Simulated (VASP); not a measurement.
Write the native input for VASP 6.6.1 that does the following.

- Task: single point
- Functional: PBEsol
- Potentials or basis: VASP PAW PBE potentials, release 64 (Ti_sv, Al)
- Cutoff: 520 eV
- k mesh: 18 × 18 × 10
- Occupations: gaussian, width 0.15 eV
- Spin: no spin polarisation
- Dipole correction: no
- Further INCAR settings: ALGO = Fast; EDIFF = 1e-07; NBANDS = 14

The structure of TiAl lies in POSCAR:

```
TiAl
1.0
    2.8672622327      0.0000000000      0.0000000000
   -1.4336311163      2.4831219328      0.0000000000
    0.0000000000      0.0000000000      4.6780830000
Ti Al
1 1
Direct
    0.0000000000      0.0000000000      0.0267203468
    0.3333333333      0.6666666667      0.5000000000
```

This cell differs from its parent crystal: all Ti atoms moved +0.125 Å, as atom 1 along Cartesian [0 0 1].

One way to write it, as run:

INCAR

```
PREC = Accurate ; ENCUT = 520
EDIFF = 1E-7 ; ISMEAR = 0
SIGMA = 0.15 ; LREAL = F
LASPH = T ; NELM = 60
ALGO = Fast ; ISIF = 2
LWAVE = F ; LCHARG = F
GGA = PS ; NBANDS = 14
```

KPOINTS

```
regular mesh
0
Gamma
  18 18 10
```

Potentials or basis: VASP PAW PBE potentials, release 64 (Ti_sv, Al).

The run is started by

```bash
$ cat potpaw_PBE.64/Ti_sv/POTCAR potpaw_PBE.64/Al/POTCAR > POTCAR
$ mpirun -np 1 vasp_std > vasp.out
```

Results of the run:

```
Pressure               : -2.1 GPa
Largest force          : 0.847 eV/Å
Band gap on the k mesh : zero (an odd number of electrons rules out a gap without spin polarisation)
```

Caveat: the cell differs from its parent crystal (all Ti atoms moved +0.125 Å, as atom 1 along Cartesian [0 0 1]); the PAW data sets were made with another functional, which shifts forces and pressure a little.

Run time: 4.5 min on 1 thread of AMD EPYC 9R45 96-Core Processor (Zen 5), on a shared host, peak memory 0.25 GiB.
